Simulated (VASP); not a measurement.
Write the native input for VASP 6.6.1 that does the following.

- Task: single point
- Functional: LDA
- Potentials or basis: VASP PAW LDA potentials, release 64 (Cs_sv, H)
- Cutoff: 520 eV
- k mesh: 8 × 8 × 8
- Occupations: gaussian, width 0.05 eV
- Spin: no spin polarisation
- Dipole correction: no
- Further INCAR settings: ALGO = Normal; EDIFF = 1e-06; NBANDS = 12

The structure of CsH lies in POSCAR:

```
CsH
1.0
    0.0000000000      3.1365716520      3.2934002346
    3.1365716520      0.0000000000      3.2934002346
    3.1365716520      3.1365716520      0.0000000000
Cs H
1 1
Direct
    0.0000000000      0.0000000000      0.0000000000
    0.5000000000      0.5000000000      0.5000000000
```

This cell differs from its parent crystal: ratio of the length along z to the lengths across it x 1.05, volume and fractional coordinates fixed.

The input as run:

INCAR

```
ALGO = Normal
EDIFF = 1E-6
ENCUT = 520
GGA = CA
ISIF = 2
ISMEAR = 0
LASPH = T
LCHARG = F
LREAL = F
LWAVE = F
NBANDS = 12
NELM = 60
PREC = Accurate
SIGMA = 0.05
```

KPOINTS

```
k-points
0
Gamma
  8 8 8
```

Potentials or basis: VASP PAW LDA potentials, release 64 (Cs_sv, H).

The run is started by

```console
$ cat potpaw_LDA.64/Cs_sv/POTCAR potpaw_LDA.64/H/POTCAR > POTCAR
$ mpirun -np 1 vasp_std > vasp.out
```

It gave:

| Item | Value |
| --- | --- |
| Pressure | -1.2 GPa |
| Band gap on the k mesh | 1.93 eV, direct |

Caveat: spin-orbit coupling is left out, which moves the levels of the heavy elements.

Run time: 14 s on 1 thread of Intel(R) Xeon(R) 6975P-C (Granite Rapids) (shared host), peak memory 0.19 GiB.
